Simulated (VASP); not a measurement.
Set up this calculation in VASP 6.6.1, as the native input.

```
Task                   : single point
Functional             : r2SCAN
Potentials or basis    : VASP PAW PBE potentials, release 64 (Sn_d, Se)
Cutoff                 : 520 eV
k mesh                 : 6 × 6 × 6
Occupations            : gaussian, width 0.01 eV
Spin                   : no spin polarisation
Dipole correction      : no
Further INCAR settings : ALGO = Normal; EDIFF = 1e-06; NBANDS = 17
```

Crystal: SnSe.

```
Sn Se
1.0
     0.00000    3.04961    3.04961
     3.04961    0.00000    3.04961
     3.04961    3.04961    0.00000
Sn Se
1 1
Direct
  0.00000 0.00000 0.00000
  0.50000 0.50000 0.50000
```

One way to write it, as run:

POSCAR

```
SnSe
1.0
    0.0000000000      3.0496098055      3.0496098055
    3.0496098055      0.0000000000      3.0496098055
    3.0496098055      3.0496098055      0.0000000000
Sn Se
1 1
Direct
    0.0000000000      0.0000000000      0.0000000000
    0.5000000000      0.5000000000      0.5000000000
```

INCAR.step1

```
SYSTEM = SnSe
PREC = Accurate
ENCUT = 520
ISMEAR = 0
SIGMA = 0.01
LREAL = .False.
LASPH = .True.
NELM = 100
NBANDS = 17
GGA = PE
ALGO = Normal
EDIFF = 1E-4
LWAVE = .True.
LCHARG = .False.
```

INCAR.step2

```
SYSTEM = SnSe
PREC = Accurate
ENCUT = 520
EDIFF = 1E-6
ISMEAR = 0
SIGMA = 0.01
LREAL = .False.
LASPH = .True.
NELM = 100
ALGO = Normal
ISIF = 2
LWAVE = .False.
LCHARG = .False.
METAGGA = R2SCAN
LMIXTAU = .True.
NBANDS = 17
ISTART = 1
```

KPOINTS

```
Automatic mesh
0
Gamma
  6 6 6
  0 0 0
```

Potentials or basis: VASP PAW PBE potentials, release 64 (Sn_d, Se).

The run is started by

```bash
$ cat potpaw_PBE.64/Sn_d/POTCAR potpaw_PBE.64/Se/POTCAR > POTCAR
$ cp INCAR.step1 INCAR
$ mpirun -np 1 vasp_std > vasp.out
$ cp INCAR.step2 INCAR
$ mpirun -np 1 vasp_std > vasp.out
```

Results of the run:

| Property | Result |
| --- | --- |
| Pressure | -2.3 GPa |
| Band gap on the k mesh | 0.28 eV, direct |

Caveat: the PAW data sets were made with another functional, which shifts forces and pressure a little; spin-orbit coupling is left out, which moves the levels of the heavy elements.

Run time: 38 s on 1 thread of Intel(R) Xeon(R) Platinum 8488C (Sapphire Rapids), with other jobs on the host, peak memory 0.18 GiB.
